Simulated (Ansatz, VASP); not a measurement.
**Ge: VASP beside Ansatz**

```xyz
2
Lattice="2.9275 0.0000 0.0000 -1.4638 2.5353 0.0000 0.0000 0.0000 4.5494" Properties=species:S:1:pos:R:3 pbc="T T T"
Ge    0.0000    1.6902    1.1374
Ge    1.4638    0.8451    3.4121
```

Alike in both runs: task single point; functional PBEsol; k mesh 14 × 14 × 8; occupations fermi-dirac, width 0.1 eV; no spin polarisation.

```csv
,VASP,Ansatz
version,VASP 6.6.1,Ansatz 0.2.0
potentials or method,"VASP PAW PBE potentials, release 64 (Ge_d), cutoff 520 eV","plane waves (420 eV) with PAW, scalar-relativistic"
valence electrons in the cell,28,28
```

Ansatz gave:

| Quantity | Value |
| --- | --- |
| pressure (GPa) | 7.5 |
| traceless stress, the component that is largest in VASP (GPa) | 1.92 |

Problem. Which values does VASP return?

Solution. Pressure (GPa): 7.6; traceless stress, the component that is largest in VASP (GPa): 1.93.

VASP's potentials were made for PBE, not for PBEsol, and Ansatz warns of the same on its side. The functional is the same, so the differences come from potentials, cutoffs and numerics.
